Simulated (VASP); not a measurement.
# TaN in VASP: further runs

TaN is run at these levels: PBEsol; tasks: single point.

Everything below comes from runs of VASP 6.6.1. Logs are shortened: lines on timing, memory, paths and dates and some standing lists are left out, and cuts for length are marked.

### 1 The cell of the first run

The typed cell holds 2 atoms: a = 3.081 Å, b = 3.081 Å, c = 3.101 Å, α = 60.18°, β = 119.82°, γ = 120.00°.

### 2 Single point, PBEsol

Input file INCAR:

```
SYSTEM = TaN
  ALGO = Normal
  EDIFF = 1E-6
  ENCUT = 520
  GGA = PS
  ISIF = 2
  ISMEAR = 0
  LASPH = .TRUE.
  LCHARG = .FALSE.
  LREAL = .FALSE.
  LWAVE = .FALSE.
  NBANDS = 15
  NELM = 100
  PREC = Accurate
  SIGMA = 0.1
```

Input file KPOINTS:

```
k-points
0
G
  12 12 14
  0 0 0
```

Input file POSCAR:

```
TaN
1.0
    3.0806201195      0.0000001111     -0.0010888769
   -1.5403099635      2.6678953384      0.0010888769
   -1.5412076600      0.8898166573      2.5395023900
Ta N
1 1
Direct
    0.5000000000      0.5000000000      0.5000000000
    0.0000000000      0.0000000000      0.0000000000
```

Potentials or basis: VASP PAW PBE potentials, release 64 (Ta_pv, N).

On the command line:

```console
$ cat potpaw_PBE.64/Ta_pv/POTCAR potpaw_PBE.64/N/POTCAR > POTCAR
$ mpirun -np 1 vasp_std > vasp.out
```

OUTCAR:

```text
SYSTEM = TaN
   EDIFF = 1E-6
   ENCUT = 520
   GGA = PS
   ISIF = 2
   ISMEAR = 0
   LASPH = .TRUE.
   LREAL = .FALSE.
   NELM = 100
   PREC = Accurate

 ion  position               nearest neighbor table
   1  0.500  0.500  0.500-   2 2.18   2 2.18   2 2.19   2 2.19   2 2.19   2 2.19
   2  0.000  0.000  0.000-   1 2.18   1 2.18   1 2.19   1 2.19   1 2.19   1 2.19

  LATTYP: Found a base centered monoclinic cell.
 ALAT       =     5.3357908991
 B/A-ratio  =     0.5773502692
 C/A-ratio  =     0.5811686771
 COS(beta)  =    -0.5742253394

  Lattice vectors:

 A1 = (   1.5403099635,  -2.6678953384,  -0.0010888769)
 A2 = (   3.0806201195,   0.0000001111,  -0.0010888769)
 A3 = (  -1.5412076600,   0.8898166573,   2.5395023900)

Analysis of symmetry for initial positions (statically):
=====================================================================
 Subroutine PRICEL returns:
 Original cell was already a primitive cell.

 Routine SETGRP: Setting up the symmetry group for a
 base centered monoclinic supercell.

 Subroutine GETGRP returns: Found  4 space group operations
 (whereof  4 operations were pure point group operations)
 out of a pool of  4 trial point group operations.

The static configuration has the point symmetry C_2h.

Analysis of symmetry for dynamics (positions and initial velocities):
=====================================================================
 Subroutine PRICEL returns:
 Original cell was already a primitive cell.

 Routine SETGRP: Setting up the symmetry group for a
 base centered monoclinic supercell.

 Subroutine GETGRP returns: Found  4 space group operations
 (whereof  4 operations were pure point group operations)
 out of a pool of  4 trial point group operations.

The dynamic configuration has the point symmetry C_2h.

 Subroutine INISYM returns: Found  4 space group operations
 (whereof  4 operations are pure point group operations),
 and found     1 'primitive' translations

----------------------------------------------------------------------------------------

                                     Primitive cell

  volume of cell :      20.8656

  direct lattice vectors                    reciprocal lattice vectors
     3.080620119  0.000000111 -0.001088877     0.324656397  0.187386824  0.131373379
    -1.540309963  2.667895338  0.001088877    -0.000046449  0.374854099 -0.131373379
    -1.541207660  0.889816657  2.539502390     0.000139225 -0.000080381  0.393890592

  length of vectors
     3.080620312  3.080620312  3.100994538     0.397208462  0.397208462  0.393890624

  position of ions in fractional coordinates (direct lattice)
     0.500000000  0.500000000  0.500000000
     0.000000000  0.000000000  0.000000000

  ion indices of the primitive-cell ions
   primitive index   ion index
                 1           1
                 2           2

----------------------------------------------------------------------------------------

 KPOINTS: k-points

Automatic generation of k-mesh.
 Grid dimensions read from file:
 generate k-points for:   12   12   14

 Generating k-lattice:

  Cartesian coordinates                     Fractional coordinates (reciprocal lattice)
     0.027054700  0.015615569  0.010947782     0.083333333 -0.000000000  0.000000000
    -0.000003871  0.031237842 -0.010947782     0.000000000  0.083333333  0.000000000
     0.000009945 -0.000005742  0.028135042     0.000000000  0.000000000  0.071428571

  Length of vectors
     0.033100705  0.033100705  0.028135045

  Shift w.r.t. Gamma in fractional coordinates (k-lattice)
     0.000000000  0.000000000  0.000000000

 Subroutine IBZKPT returns following result:
 ===========================================

 Found    554 irreducible k-points:

 Following reciprocal coordinates:
            Coordinates               Weight
  0.000000  0.000000  0.000000      1.000000
  0.083333 -0.000000  0.000000      4.000000
  0.166667  0.000000  0.000000      4.000000
  0.250000 -0.000000 -0.000000      4.000000
  0.333333  0.000000 -0.000000      4.000000
  0.416667  0.000000  0.000000      4.000000
[... 16 lines left out ...]
  0.500000  0.166667  0.000000      4.000000
 -0.416667  0.166667  0.000000      4.000000
 [... further k-points ...]
   k-points           NKPTS =    554   k-points in BZ     NKDIM =    554   number of bands    NBANDS=     15
   number of dos      NEDOS =    301   number of ions     NIONS =      2
   total plane-waves  NPLWV =  13824
   dimension x,y,z NGX =    24 NGY =   24 NGZ =   24
   dimension x,y,z NGXF=    48 NGYF=   48 NGZF=   48
   ions per type =               1   1
   NGX,Y,Z   is equivalent  to a cutoff of  12.95, 12.95, 12.87 a.u.
   NGXF,Y,Z  is equivalent  to a cutoff of  25.90, 25.90, 25.73 a.u.
 SYSTEM =  TaN
   PREC   = accura    normal or accurate (medium, high low for compatibility)
   ISTART =      0    job   : 0-new  1-cont  2-samecut
   ICHARG =      2    charge: 1-file 2-atom 10-const
   ISPIN  =      1    spin polarized calculation?
   LNONCOLLINEAR =      F non collinear calculations
   LSORBIT =      F    spin-orbit coupling
   LASPH  =      T    aspherical Exc in radial PAW
   ENCUT  =  520.0 eV  38.22 Ry    6.18 a.u.   5.73  5.73  5.77*2*pi/ulx,y,z
   NELM   =    100;   NELMIN=  2; NELMDL= -5     # of ELM steps
   EDIFF  = 0.1E-05   stopping-criterion for ELM
   LREAL  =      F    real-space projection
   EDIFFG = 0.1E-04   stopping-criterion for IOM
   NSW    =      0    number of steps for IOM
   IBRION =     -1    ionic relax: 0-MD 1-quasi-New 2-CG
   NFREE  =      0    steps in history (QN), initial steepest desc. (CG)
   ISIF   =      2    stress and relaxation
   ISYM   =      2    0-nonsym 1-usesym 2-fastsym
   POTIM  = 0.5000    time-step for ionic-motion
   TEBEG  =    0.0;   TEEND  =   0.0 temperature during run
   PSTRESS=    0.0 pullay stress
   NELECT =      16.0000    total number of electrons
   NUPDOWN=      -1.0000    fix difference up-down
   EMIN   =  10.00;   EMAX   =-10.00  energy-range for DOS
   EFERMI =   0.00;   METHOD = LEGACY
   ISMEAR =     0;   SIGMA  =   0.10  broadening in eV -4-tet -1-fermi 0-gaus
   EFERMI_NEDOS =   21; number of points for ismear=-14 and -15
   IALGO  =     38    algorithm
   IMIX   =      4    mixing-type and parameters
     AMIX     =   0.40;   BMIX     =  1.00
     AMIX_MAG =   1.60;   BMIX_MAG =  1.00
  volume/ion in A,a.u.               =      10.43        70.40
  Fermi-wavevector in a.u.,A,eV,Ry     =   1.498434  2.831630 30.549235  2.245305
  Thomas-Fermi vector in A             =   2.610194
   LORBIT       =      0    0 simple, 1 ext, 2 COOP (PROOUT), +10 PAW based schemes
   GGA     = PS    functional components
   LHFCALC =     F    Hartree Fock is set to
   AEXX    =    0.0000 exact exchange contribution
   IVDW    =     0    specifies the selected vdW correction
   LEPSILON=     F    determine dielectric tensor
   LRPA    =     F    only Hartree local field effects (RPA)
 non-spin polarized calculation
 Gauss-broadening in eV      SIGMA  =   0.10
  energy-cutoff  :      520.00
  volume of cell :       20.87
 maximum number of plane-waves:       572
   NGX = 11   NGY = 11   NGZ = 11

 number of electron      16.0000000 magnetization

 Free energy of the ion-electron system (eV)
  ---------------------------------------------------
  ext. energy  EPLUGINS =         0.00000000
  ---------------------------------------------------
  free energy    TOTEN  =       -23.21195203 eV

  energy without entropy =      -23.20795884  energy(sigma->0) =      -23.20995544

 E-fermi :   9.5588     XC(G=0): -13.6936

 val. band max:        9.5563603816   @ k =  -0.2500   0.0000   0.0714
 cond. band min:       9.5610112926   @ k =   0.0833   0.0833   0.4286
 fundamental gap:      0.0046509110
 Fermi energy:         9.5588090190

 k-point     1 :       0.0000    0.0000    0.0000
  band No.  band energies     occupation
      1     -26.0925      2.00000
      2     -26.0704      2.00000
      3     -26.0671      2.00000
      4      -9.3727      2.00000
      5       5.7067      2.00000
      6       5.7605      2.00000
      7       5.7617      2.00000
      8       7.3072      2.00000
      9       7.4592      2.00000
     10       7.4602      2.00000
     11       9.6199      0.38776
     12       9.6270      0.33483
     13      11.3016      0.00000
     14      18.9765      0.00000
     15      21.9992      0.00000

 k-point     2 :       0.0833   -0.0000    0.0000
  band No.  band energies     occupation
      1     -26.1394      2.00000
      2     -26.0948      2.00000
      3     -26.0759      2.00000
      4      -9.1957      2.00000
      5       4.9112      2.00000
      6       5.1222      2.00000
      7       5.1821      2.00000
      8       7.5908      2.00000
      9       7.7249      2.00000
     10       7.7996      2.00000
     11      10.3162      0.00000
     12      10.3246      0.00000
     13      11.8055      0.00000
     14      19.5165      0.00000
     15      21.9988      0.00000

 k-point     3 :       0.1667    0.0000    0.0000
  band No.  band energies     occupation
      1     -26.3190      2.00000
      2     -26.1117      2.00000
      3     -26.0934      2.00000
      4      -8.6994      2.00000
      5       3.3927      2.00000
      6       4.0849      2.00000
      7       4.1568      2.00000
      8       8.1981      2.00000
      9       8.2557      2.00000
     10       8.3404      2.00000
     11      11.8426      0.00000
     12      11.8504      0.00000
     13      12.9599      0.00000
     14      20.9038      0.00000
     15      21.9976      0.00000
[... 343 lines left out ...]
 k-point    23 :       0.5000    0.1667    0.0000
  band No.  band energies     occupation
      1     -26.8945      2.00000
      2     -26.2995      2.00000
      3     -26.2304      2.00000
      4      -6.7256      2.00000
      5       0.0016      2.00000
      6       2.1999      2.00000
      7       2.4302      2.00000
      8       9.0418      2.00000
      9      11.7679      0.00000
     10      11.9719      0.00000
     11      14.9759      0.00000
     12      15.8357      0.00000
     13      17.6316      0.00000
     14      20.0949      0.00000
     15      22.0243      0.00000

 k-point    24 :      -0.4167    0.1667    0.0000
  band No.  band energies     occupation
      1     -26.7983      2.00000
      2     -26.2541      2.00000
      3     -26.2361      2.00000
      4      -7.1205      2.00000
      5       0.4706      2.00000
      6       2.4525      2.00000
      7       2.9539      2.00000
      8       7.8594      2.00000
      9      11.6955      0.00000
     10      11.9060      0.00000
     11      14.2022      0.00000
     12      14.4049      0.00000
     13      17.6333      0.00000
     14      20.8017      0.00000
     15      22.0362      0.00000

 [... further k-points ...]

------------------------ aborting loop because EDIFF is reached ----------------------------------------

  FORCE on cell =-STRESS in cart. coord.  units (eV):
  Direction    XX          YY          ZZ          XY          YZ          ZX
  --------------------------------------------------------------------------------------
  -------------------------------------------------------------------------------------
  Total        0.4075624      0.3833889      0.1313564     -0.0209349      0.0022303     -0.0038629
  in kB       31.2948855     29.4387083     10.0862646     -1.6074967      0.1712525     -0.2966169
  external PRESSURE =      23.6066195 kB  Pullay stress =       0.0000000 kB

 VOLUME and BASIS-vectors are now :
 -----------------------------------------------------------------------------
  energy-cutoff  :      520.00
  volume of cell :       20.87
      direct lattice vectors                 reciprocal lattice vectors
     3.080620119  0.000000111 -0.001088877     0.324656397  0.187386824  0.131373379
    -1.540309963  2.667895338  0.001088877    -0.000046449  0.374854099 -0.131373379
    -1.541207660  0.889816657  2.539502390     0.000139225 -0.000080381  0.393890592

 POSITION                                       TOTAL-FORCE (eV/Angst)
 -----------------------------------------------------------------------------------
     -0.00045      1.77886      1.26975        -0.000000     -0.000000      0.000000
      0.00000      0.00000      0.00000         0.000000      0.000000      0.000000
 -----------------------------------------------------------------------------------
    total drift:                                0.000000      0.000000     -0.000000

  FREE ENERGIE OF THE ION-ELECTRON SYSTEM (eV)
  ---------------------------------------------------
  free  energy   TOTEN  =       -23.2119520320 eV

  energy  without entropy=      -23.2079588403  energy(sigma->0) =      -23.20995544
```

Run time: 2.8 min. Hardware: 1 thread of Intel Xeon Platinum 8259CL at 2.50GHz (Skylake/Cascade Lake), shared host; peak memory 0.29 GiB.

What came out:

```yaml
Free_energy: -23.2120 eV
Pressure: 2.4 GPa
Band_gap_on_the_k_mesh: zero (bands 8 and 9 overlap by 4.04 eV)
```

Caveat: the PAW data sets were made with another functional, which shifts forces and pressure a little; spin-orbit coupling is left out, which moves the levels of the heavy elements.

### 3 Single point, PBEsol

Input file INCAR:

```
PREC = Accurate
ENCUT = 520
EDIFF = 1E-6
ISMEAR = 0
SIGMA = 0.1
LREAL = F
LASPH = T
NELM = 60
ALGO = Normal
ISIF = 2
LWAVE = F
LCHARG = F
GGA = PS
ISYM = 0
NBANDS = 15
```

Input file KPOINTS:

```
Automatic mesh
0
Gamma
  12 12 14
```

POSCAR is that of step 2.

Potentials or basis: VASP PAW PBE potentials, release 64 (Ta_pv, N).

On the command line:

```console
$ cat potpaw_PBE.64/Ta_pv/POTCAR potpaw_PBE.64/N/POTCAR > POTCAR
$ mpirun -np 1 vasp_std > vasp.out
```

Wall time 5.5 min (1 thread of Intel Xeon Platinum 8259CL at 2.50GHz (Skylake/Cascade Lake), shared host); peak memory 0.41 GiB.

Results (log left out):

```yaml
Free_energy: -23.2120 eV
Pressure: 2.4 GPa
Band_gap_on_the_k_mesh: zero (bands 8 and 9 overlap by 4.04 eV)
```

Stress tensor (GPa, compression positive):
```
 3.13 -0.16 -0.03
-0.16  2.94  0.02
-0.03  0.02  1.01
```

Levels at points of the mesh, in eV from the Fermi level:
| k point | band 4 | band 5 | band 6 | band 7 | band 8 | band 9 | band 10 | band 11 | band 12 | band 13 |
| --- | --- | --- | --- | --- | --- | --- | --- | --- | --- | --- |
| (0.00, 0.00, 0.00) | -18.93 | -3.85 | -3.80 | -3.80 | -2.25 | -2.10 | -2.10 | 0.06 | 0.07 | 1.74 |
| (0.50, 0.00, 0.00) | -15.73 | -10.52 | -7.76 | -7.66 | 1.88 | 2.09 | 2.18 | 3.89 | 7.79 | 7.82 |
| (0.00, 0.50, 0.00) | -15.73 | -10.52 | -7.76 | -7.66 | 1.88 | 2.09 | 2.18 | 3.89 | 7.79 | 7.82 |
| (0.50, 0.50, 0.00) | -17.65 | -6.63 | -5.60 | -4.66 | -4.60 | 2.18 | 3.70 | 3.71 | 4.80 | 6.99 |
| (0.00, 0.00, 0.50) | -15.76 | -10.53 | -7.63 | -7.63 | 1.94 | 1.95 | 2.05 | 3.93 | 7.73 | 7.74 |
| (0.50, 0.00, 0.50) | -17.65 | -6.64 | -5.60 | -4.65 | -4.60 | 2.18 | 3.70 | 3.71 | 4.80 | 6.98 |
| (0.00, 0.50, 0.50) | -17.65 | -6.64 | -5.60 | -4.65 | -4.60 | 2.18 | 3.70 | 3.71 | 4.80 | 6.98 |
| (0.50, 0.50, 0.50) | -15.73 | -10.52 | -7.75 | -7.66 | 1.87 | 2.10 | 2.18 | 3.89 | 7.78 | 7.83 |

Caveat: the PAW data sets were made with another functional, which shifts forces and pressure a little; spin-orbit coupling is left out, which moves the levels of the heavy elements.

### 4 Single point, PBEsol

Input file INCAR:

```
SYSTEM = TaN
PREC = Accurate ; ENCUT = 520
EDIFF = 1E-6 ; ISMEAR = 0
SIGMA = 0.1 ; LREAL = .FALSE.
LASPH = .TRUE. ; NELM = 100
ALGO = Normal ; ISIF = 2
LWAVE = .FALSE. ; LCHARG = .FALSE.
GGA = PS ; NBANDS = 15
ISYM = 0
```

Input file KPOINTS:

```
Automatic mesh
0
G
  12 12 14
  0 0 0
```

Input file POSCAR:

```
TaN
1.0
    3.0806203119      0.0000000000      0.0000000000
   -1.5403101560      2.6678954495      0.0000000000
   -1.5403101560      0.8892984832      2.5395562623
Ta N
1 1
Direct
    0.5000000000      0.5000000000      0.5000000000
    0.0000000000      0.0000000000      0.0000000000
```

On the command line:

```console
$ cat potpaw_PBE.64/Ta_pv/POTCAR potpaw_PBE.64/N/POTCAR > POTCAR
$ mpirun -np 1 vasp_std > vasp.out
```

It took 4.7 min on 1 thread of Intel Xeon Platinum 8259CL at 2.50GHz (Skylake/Cascade Lake), shared host; peak memory 0.41 GiB.

Results (log left out):

```yaml
Free_energy: -23.2120 eV
Pressure: 2.2 GPa
Band_gap_on_the_k_mesh: zero (bands 8 and 9 overlap by 4.04 eV)
```

Stress tensor (GPa, compression positive):
```
 2.97 -0.07 -0.21
-0.07  2.89  0.12
-0.21  0.12  0.88
```

Levels at points of the mesh, in eV from the Fermi level:
```tsv
k point	band 4	band 5	band 6	band 7	band 8	band 9	band 10	band 11	band 12	band 13
(0.00, 0.00, 0.00)	-18.93	-3.85	-3.80	-3.79	-2.25	-2.10	-2.10	0.06	0.07	1.74
(0.50, 0.00, 0.00)	-15.73	-10.52	-7.76	-7.66	1.88	2.10	2.18	3.89	7.79	7.83
(0.00, 0.50, 0.00)	-15.73	-10.52	-7.76	-7.66	1.88	2.10	2.18	3.89	7.79	7.83
(0.50, 0.50, 0.00)	-17.64	-6.64	-5.59	-4.65	-4.60	2.18	3.70	3.71	4.80	6.98
(0.00, 0.00, 0.50)	-15.76	-10.53	-7.63	-7.63	1.94	1.94	2.05	3.94	7.73	7.73
(0.50, 0.00, 0.50)	-17.64	-6.64	-5.60	-4.65	-4.60	2.18	3.70	3.71	4.80	6.98
(0.00, 0.50, 0.50)	-17.64	-6.64	-5.60	-4.65	-4.60	2.18	3.70	3.71	4.80	6.98
(0.50, 0.50, 0.50)	-15.73	-10.52	-7.76	-7.66	1.88	2.10	2.18	3.89	7.79	7.82
```

Caveat: the PAW data sets were made with another functional, which shifts forces and pressure a little; spin-orbit coupling is left out, which moves the levels of the heavy elements.
